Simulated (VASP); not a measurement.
# BeTe (ha.bB) (F-43m) in VASP: notebook

The runs below take BeTe (ha.bB) through single point, with PBE.

Everything below comes from runs of VASP 6.6.1. Logs are shortened: lines on timing, memory, paths and dates and some standing lists are left out, and cuts for length are marked.

### 1 The cell of the first run

The structure is cubic, space group F-43m (No. 216). Conventional cell: a = 5.665 Å, b = 5.665 Å, c = 5.665 Å, α = 90.00°, β = 90.00°, γ = 90.00°. Be (site symmetry -43m) has 4 Te at 2.45 Å within 3.2 Å. Within 3.2 Å of Te (site symmetry -43m) lie 4 Be at 2.45 Å.

### 2 Single point, PBE

File INCAR:

```
SYSTEM = BeTe
  PREC = Accurate
  ENCUT = 600
  EDIFF = 1E-6
  ISMEAR = 0
  SIGMA = 0.02
  LREAL = .False.
  LASPH = .True.
  NELM = 120
  ALGO = Normal
  ISIF = 2
  LWAVE = .False.
  LCHARG = .True.
  GGA = PE
  LELF = .True.
  LVHAR = .True.
  NBANDS = 11
  GGA_COMPAT = .False.
```

File KPOINTS:

```
regular mesh
0
Gamma
  8 8 8
  0 0 0
```

File POSCAR:

```
BeTe
1.0
    0.0000000000      2.8323125249      2.8323125249
    2.8323125249      0.0000000000      2.8323125249
    2.8323125249      2.8323125249      0.0000000000
Be Te
1 1
Direct
    0.0000000000      0.0000000000      0.0000000000
    0.2500000000      0.2500000000      0.2500000000
```

Potentials or basis: VASP PAW PBE potentials, release 64 (Be, Te).

On the command line:

```sh
> cat potpaw_PBE.64/Be/POTCAR potpaw_PBE.64/Te/POTCAR > POTCAR
> mpirun -np 1 vasp_std > vasp.out
```

OUTCAR:

```text
SYSTEM = BeTe
   PREC = Accurate
   ENCUT = 600
   EDIFF = 1E-6
   ISMEAR = 0
   LREAL = .False.
   LASPH = .True.
   NELM = 120
   ISIF = 2
   GGA = PE

 ion  position               nearest neighbor table
   1  0.000  0.000  0.000-   2 2.45   2 2.45   2 2.45   2 2.45
   2  0.250  0.250  0.250-   1 2.45   1 2.45   1 2.45   1 2.45

  LATTYP: Found a face centered cubic cell.
 ALAT       =     5.6646250498

  Lattice vectors:

 A1 = (   0.0000000000,   2.8323125249,   2.8323125249)
 A2 = (   2.8323125249,   0.0000000000,   2.8323125249)
 A3 = (   2.8323125249,   2.8323125249,   0.0000000000)

Analysis of symmetry for initial positions (statically):
=====================================================================
 Subroutine PRICEL returns:
 Original cell was already a primitive cell.

 Routine SETGRP: Setting up the symmetry group for a
 face centered cubic supercell.

 Subroutine GETGRP returns: Found 24 space group operations
 (whereof 24 operations were pure point group operations)
 out of a pool of 48 trial point group operations.

The static configuration has the point symmetry T_d .

Analysis of symmetry for dynamics (positions and initial velocities):
=====================================================================
 Subroutine PRICEL returns:
 Original cell was already a primitive cell.

 Routine SETGRP: Setting up the symmetry group for a
 face centered cubic supercell.

 Subroutine GETGRP returns: Found 24 space group operations
 (whereof 24 operations were pure point group operations)
 out of a pool of 48 trial point group operations.

The dynamic configuration has the point symmetry T_d .

 Subroutine INISYM returns: Found 24 space group operations
 (whereof 24 operations are pure point group operations),
 and found     1 'primitive' translations

----------------------------------------------------------------------------------------

                                     Primitive cell

  volume of cell :      45.4416

  direct lattice vectors                    reciprocal lattice vectors
     0.000000000  2.832312525  2.832312525    -0.176534191  0.176534191  0.176534191
     2.832312525  0.000000000  2.832312525     0.176534191 -0.176534191  0.176534191
     2.832312525  2.832312525  0.000000000     0.176534191  0.176534191 -0.176534191

  length of vectors
     4.005494786  4.005494786  4.005494786     0.305766188  0.305766188  0.305766188

  position of ions in fractional coordinates (direct lattice)
     0.000000000  0.000000000  0.000000000
     0.250000000  0.250000000  0.250000000

  ion indices of the primitive-cell ions
   primitive index   ion index
                 1           1
                 2           2

----------------------------------------------------------------------------------------

 KPOINTS: regular mesh

Automatic generation of k-mesh.
 Grid dimensions read from file:
 generate k-points for:    8    8    8

 Generating k-lattice:

  Cartesian coordinates                     Fractional coordinates (reciprocal lattice)
    -0.022066774  0.022066774  0.022066774     0.125000000  0.000000000  0.000000000
     0.022066774 -0.022066774  0.022066774     0.000000000  0.125000000  0.000000000
     0.022066774  0.022066774 -0.022066774     0.000000000  0.000000000  0.125000000

  Length of vectors
     0.038220773  0.038220773  0.038220773

  Shift w.r.t. Gamma in fractional coordinates (k-lattice)
     0.000000000  0.000000000  0.000000000

 Subroutine IBZKPT returns following result:
 ===========================================

 Found     29 irreducible k-points:

 Following reciprocal coordinates:
            Coordinates               Weight
  0.000000  0.000000  0.000000      1.000000
  0.125000  0.000000  0.000000      8.000000
  0.250000  0.000000  0.000000      8.000000
  0.375000  0.000000  0.000000      8.000000
  0.500000  0.000000  0.000000      4.000000
  0.125000  0.125000  0.000000      6.000000
[... 16 lines left out ...]
  0.500000  0.250000  0.125000     48.000000
 -0.375000  0.250000  0.125000     24.000000
 [... further k-points ...]
   k-points           NKPTS =     29   k-points in BZ     NKDIM =     29   number of bands    NBANDS=     11
   number of dos      NEDOS =    301   number of ions     NIONS =      2
   total plane-waves  NPLWV =  32768
   dimension x,y,z NGX =    32 NGY =   32 NGZ =   32
   dimension x,y,z NGXF=    64 NGYF=   64 NGZF=   64
   ions per type =               1   1
   NGX,Y,Z   is equivalent  to a cutoff of  13.28, 13.28, 13.28 a.u.
   NGXF,Y,Z  is equivalent  to a cutoff of  26.56, 26.56, 26.56 a.u.
 SYSTEM =  BeTe
   PREC   = accura    normal or accurate (medium, high low for compatibility)
   ISTART =      0    job   : 0-new  1-cont  2-samecut
   ICHARG =      2    charge: 1-file 2-atom 10-const
   ISPIN  =      1    spin polarized calculation?
   LNONCOLLINEAR =      F non collinear calculations
   LSORBIT =      F    spin-orbit coupling
   LASPH  =      T    aspherical Exc in radial PAW
   ENCUT  =  600.0 eV  44.10 Ry    6.64 a.u.   8.00  8.00  8.00*2*pi/ulx,y,z
   NELM   =    120;   NELMIN=  2; NELMDL= -5     # of ELM steps
   EDIFF  = 0.1E-05   stopping-criterion for ELM
   LREAL  =      F    real-space projection
   EDIFFG = 0.1E-04   stopping-criterion for IOM
   NSW    =      0    number of steps for IOM
   IBRION =     -1    ionic relax: 0-MD 1-quasi-New 2-CG
   NFREE  =      0    steps in history (QN), initial steepest desc. (CG)
   ISIF   =      2    stress and relaxation
   ISYM   =      2    0-nonsym 1-usesym 2-fastsym
   POTIM  = 0.5000    time-step for ionic-motion
   TEBEG  =    0.0;   TEEND  =   0.0 temperature during run
   PSTRESS=    0.0 pullay stress
   NELECT =       8.0000    total number of electrons
   NUPDOWN=      -1.0000    fix difference up-down
   EMIN   =  10.00;   EMAX   =-10.00  energy-range for DOS
   EFERMI =   0.00;   METHOD = LEGACY
   ISMEAR =     0;   SIGMA  =   0.02  broadening in eV -4-tet -1-fermi 0-gaus
   EFERMI_NEDOS =   21; number of points for ismear=-14 and -15
   IALGO  =     38    algorithm
   IMIX   =      4    mixing-type and parameters
     AMIX     =   0.40;   BMIX     =  1.00
     AMIX_MAG =   1.60;   BMIX_MAG =  1.00
  volume/ion in A,a.u.               =      22.72       153.33
  Fermi-wavevector in a.u.,A,eV,Ry     =   0.917530  1.733880 11.454221  0.841861
  Thomas-Fermi vector in A             =   2.042509
   LORBIT       =      0    0 simple, 1 ext, 2 COOP (PROOUT), +10 PAW based schemes
   GGA     = PE    functional components
   LHFCALC =     F    Hartree Fock is set to
   AEXX    =    0.0000 exact exchange contribution
   IVDW    =     0    specifies the selected vdW correction
   LEPSILON=     F    determine dielectric tensor
   LRPA    =     F    only Hartree local field effects (RPA)
 non-spin polarized calculation
 Gauss-broadening in eV      SIGMA  =   0.02
  energy-cutoff  :      600.00
  volume of cell :       45.44
 maximum number of plane-waves:      1540
   NGX = 15   NGY = 15   NGZ = 15

 number of electron       8.0000000 magnetization

 Free energy of the ion-electron system (eV)
  ---------------------------------------------------
  ext. energy  EPLUGINS =         0.00000000
  ---------------------------------------------------
  free energy    TOTEN  =        -7.62451174 eV

  energy without entropy =       -7.62451174  energy(sigma->0) =       -7.62451174

 E-fermi :   5.0269     XC(G=0):  -8.9873

 val. band max:        4.9038456499   @ k =   0.0000   0.0000   0.0000
 cond. band min:       6.9194461574   @ k =   0.5000   0.5000   0.0000
 fundamental gap:      2.0156005075
 Fermi energy:         5.0268537330

 k-point     1 :       0.0000    0.0000    0.0000
  band No.  band energies     occupation
      1      -7.2802      2.00000
      2       4.9038      2.00000
      3       4.9038      2.00000
      4       4.9038      2.00000
      5       8.5276      0.00000
      6       8.5276      0.00000
      7       8.5276      0.00000
      8       8.5993      0.00000
      9      13.1945      0.00000
     10      15.1123      0.00000
     11      15.1123      0.00000

 k-point     2 :       0.1250    0.0000    0.0000
  band No.  band energies     occupation
      1      -7.1362      2.00000
      2       3.6115      2.00000
      3       4.6760      2.00000
      4       4.6760      2.00000
      5       8.4113      0.00000
      6       8.8626      0.00000
      7       8.8626      0.00000
      8       9.9132      0.00000
      9      13.6203      0.00000
     10      14.2058      0.00000
     11      14.2058      0.00000

 k-point     3 :       0.2500    0.0000    0.0000
  band No.  band energies     occupation
      1      -6.7401      2.00000
      2       1.6437      2.00000
      3       4.2487      2.00000
      4       4.2487      2.00000
      5       8.1787      0.00000
      6       9.3856      0.00000
      7       9.3856      0.00000
      8      11.8449      0.00000
      9      13.9300      0.00000
     10      13.9300      0.00000
     11      13.9360      0.00000

 k-point     4 :       0.3750    0.0000    0.0000
  band No.  band energies     occupation
      1      -6.2386      2.00000
      2       0.0937      2.00000
      3       3.9187      2.00000
      4       3.9187      2.00000
      5       7.9980      0.00000
      6       9.5265      0.00000
      7       9.5265      0.00000
      8      12.7458      0.00000
      9      14.5855      0.00000
     10      14.9488      0.00000
     11      14.9488      0.00000

 k-point     5 :       0.5000    0.0000    0.0000
  band No.  band energies     occupation
      1      -5.9787      2.00000
      2      -0.5266      2.00000
      3       3.8001      2.00000
      4       3.8001      2.00000
      5       7.9338      0.00000
      6       9.5007      0.00000
      7       9.5007      0.00000
      8      12.7279      0.00000
      9      15.7666      0.00000
     10      16.3419      0.00000
     11      16.3419      0.00000
[... 211 lines left out ...]
 k-point    21 :       0.5000    0.5000    0.0000
  band No.  band energies     occupation
      1      -5.5035      2.00000
      2      -0.1194      2.00000
      3       2.3233      2.00000
      4       2.3233      2.00000
      5       6.9194      0.00000
      6       7.5933      0.00000
      7      14.4989      0.00000
      8      14.4989      0.00000
      9      16.3504      0.00000
     10      17.7272      0.00000
     11      18.2465      0.00000

 k-point    22 :       0.3750    0.2500    0.1250
  band No.  band energies     occupation
      1      -6.4131      2.00000
      2       1.3889      2.00000
      3       2.7107      2.00000
      4       3.7083      2.00000
      5       8.5048      0.00000
      6       9.6925      0.00000
      7      10.3054      0.00000
      8      11.1449      0.00000
      9      13.8965      0.00000
     10      15.4185      0.00000
     11      15.9540      0.00000

 k-point    23 :       0.5000    0.2500    0.1250
  band No.  band energies     occupation
      1      -5.9688      2.00000
      2       0.3633      2.00000
      3       2.1801      2.00000
      4       3.2652      2.00000
      5       8.9357      0.00000
      6       9.5723      0.00000
      7      10.7917      0.00000
      8      11.7768      0.00000
      9      14.7032      0.00000
     10      15.1603      0.00000
     11      17.0784      0.00000

 k-point    24 :      -0.3750    0.2500    0.1250
  band No.  band energies     occupation
      1      -5.7463      2.00000
      2      -0.1158      2.00000
      3       2.0699      2.00000
      4       3.0487      2.00000
      5       9.0861      0.00000
      6       9.2937      0.00000
      7      11.5163      0.00000
      8      12.5984      0.00000
      9      13.3779      0.00000
     10      16.4200      0.00000
     11      16.7581      0.00000

 [... further k-points ...]

------------------------ aborting loop because EDIFF is reached ----------------------------------------

  FORCE on cell =-STRESS in cart. coord.  units (eV):
  Direction    XX          YY          ZZ          XY          YZ          ZX
  --------------------------------------------------------------------------------------
  -------------------------------------------------------------------------------------
  Total        0.0317414      0.0317414      0.0317414      0.0000000      0.0000000     -0.0000000
  in kB        1.1191363      1.1191363      1.1191363      0.0000000      0.0000000     -0.0000000
  external PRESSURE =       1.1191363 kB  Pullay stress =       0.0000000 kB

 VOLUME and BASIS-vectors are now :
 -----------------------------------------------------------------------------
  energy-cutoff  :      600.00
  volume of cell :       45.44
      direct lattice vectors                 reciprocal lattice vectors
     0.000000000  2.832312525  2.832312525    -0.176534191  0.176534191  0.176534191
     2.832312525  0.000000000  2.832312525     0.176534191 -0.176534191  0.176534191
     2.832312525  2.832312525  0.000000000     0.176534191  0.176534191 -0.176534191

 POSITION                                       TOTAL-FORCE (eV/Angst)
 -----------------------------------------------------------------------------------
      0.00000      0.00000      0.00000        -0.000000     -0.000000     -0.000000
      1.41616      1.41616      1.41616         0.000000      0.000000      0.000000
 -----------------------------------------------------------------------------------
    total drift:                                0.000000      0.000000      0.000000

  FREE ENERGIE OF THE ION-ELECTRON SYSTEM (eV)
  ---------------------------------------------------
  free  energy   TOTEN  =        -7.6245117389 eV

  energy  without entropy=       -7.6245117389  energy(sigma->0) =       -7.62451174
```

It took 17 s on 1 thread of Intel Xeon Platinum 8488C (Sapphire Rapids), shared host; peak memory 0.17 GiB.

Results:

```yaml
Free_energy: -7.6245 eV
Pressure: 0.1 GPa
Band_gap_on_the_k_mesh: 2.02 eV, indirect (least direct gap 3.62 eV)
```

Levels at points of the mesh, in eV from the valence-band top:
| k point | band 2 | band 3 | band 4 | band 5 | band 6 | band 7 |
| --- | --- | --- | --- | --- | --- | --- |
| (0.00, 0.00, 0.00) | 0.00 | 0.00 | 0.00 | 3.62 | 3.62 | 3.62 |
| (0.50, 0.00, 0.00) | -5.43 | -1.10 | -1.10 | 3.03 | 4.60 | 4.60 |
| (0.50, 0.50, 0.00) | -5.02 | -2.58 | -2.58 | 2.02 | 2.69 | 9.60 |

Caveat: spin-orbit coupling is left out, which moves the levels of the heavy elements. A k mesh can miss the band edges.

### 3 Single point, PBE

File INCAR:

```
PREC = Accurate
ENCUT = 600
EDIFF = 1E-6
ISMEAR = 0
SIGMA = 0.02
LREAL = False
LASPH = True
NELM = 120
ALGO = Normal
ISIF = 2
LWAVE = False
LCHARG = False
GGA = PE
NBANDS = 11
GGA_COMPAT = False
```

File KPOINTS:

```
regular mesh
0
Gamma
  8 8 8
```

POSCAR is that of step 2.

Potentials or basis: VASP PAW PBE potentials, release 64 (Be, Te).

On the command line:

```sh
> cat potpaw_PBE.64/Be/POTCAR potpaw_PBE.64/Te/POTCAR > POTCAR
> mpirun -np 1 vasp_std > vasp.out
```

It took 18 s on 1 thread of Intel Xeon Platinum 8488C (Sapphire Rapids), shared host; peak memory 0.18 GiB.

Results (log left out):

| Quantity | Value |
| --- | --- |
| Free energy | -7.6245 eV |
| Pressure | 0.1 GPa |
| Band gap on the k mesh | 2.02 eV, indirect (least direct gap 3.62 eV) |

Levels at points of the mesh, in eV from the valence-band top:
| k point | band 1 | band 2 | band 3 | band 4 | band 5 | band 6 | band 7 | band 8 | band 9 |
| --- | --- | --- | --- | --- | --- | --- | --- | --- | --- |
| (0.00, 0.00, 0.00) | -12.18 | 0.00 | 0.00 | 0.00 | 3.62 | 3.62 | 3.62 | 3.70 | 8.29 |
| (0.50, 0.00, 0.00) | -10.88 | -5.43 | -1.10 | -1.10 | 3.03 | 4.60 | 4.60 | 7.82 | 10.86 |
| (0.50, 0.50, 0.00) | -10.41 | -5.02 | -2.58 | -2.58 | 2.02 | 2.69 | 9.60 | 9.60 | 11.45 |

Caveat: spin-orbit coupling is left out, which moves the levels of the heavy elements. A k mesh can miss the band edges.
